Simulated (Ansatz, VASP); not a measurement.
## Two plane-wave programs on AlP

INCAR

```
PREC = Accurate
ENCUT = 500
EDIFF = 1E-6
ISMEAR = 0
SIGMA = 0.1
LREAL = F
LASPH = T
NELM = 120
ALGO = Normal
ISIF = 2
LWAVE = F
LCHARG = F
GGA = PE
NBANDS = 11
GGA_COMPAT = F
```

File KPOINTS:

```
regular mesh
0
Gamma
  2 2 2
```

File POSCAR:

```
AlP
1.0
    0.0000000000      2.7364837130      2.7364837130
    2.7364837130      0.0000000000      2.7364837130
    2.7364837130      2.7364837130      0.0000000000
Al P
1 1
Direct
    0.0000000000      0.0000000000      0.0000000000
    0.7500000000      0.7500000000      0.7500000000
```

Input for Ansatz:

```yaml
crystal:
  lattice:
    - [0.0, 2.736483713, 2.736483713]
    - [2.736483713, 0.0, 2.736483713]
    - [2.736483713, 2.736483713, 0.0]
  atoms:
    - { symbol: Al, position: [0.0, 0.0, 0.0] }
    - { symbol: P, position: [0.75, 0.75, 0.75] }
basis:
  ecutwfc: "21 Ha"
kpoints:
  mp_grid: { grid: [2, 2, 2] }
hamiltonian:
  xc: pbe
scf:
  occupations: { method: gaussian, width: 0.1 }
output:
  forces: true
  stress: true
  eigenvalues: true
```

Alike in both runs: task single point; functional PBE; k mesh 2 × 2 × 2; occupations gaussian, width 0.1 eV; no spin polarisation.

|  | VASP | Ansatz |
| --- | --- | --- |
| version | VASP 6.6.1 | Ansatz 0.2.0 |
| potentials or method | VASP PAW PBE potentials, release 64 (Al, P), cutoff 500 eV | scalar-relativistic, plane waves, PAW |
| valence electrons in the cell | 8 | 8 |

Ansatz gave:

```
gap on the k mesh at the Fermi level (eV) : 1.40
least direct gap on the mesh (eV)         : 3.21
pressure (GPa)                            : 7.6
```

Problem. Estimate VASP's values.

Solution. gap on the k mesh at the Fermi level (eV): 1.39; least direct gap on the mesh (eV): 3.21; pressure (GPa): 7.5.

With one functional, cell and mesh, what is left measures potentials, basis and numerics.

The k mesh is coarse, so the values compare programs but aren't converged.
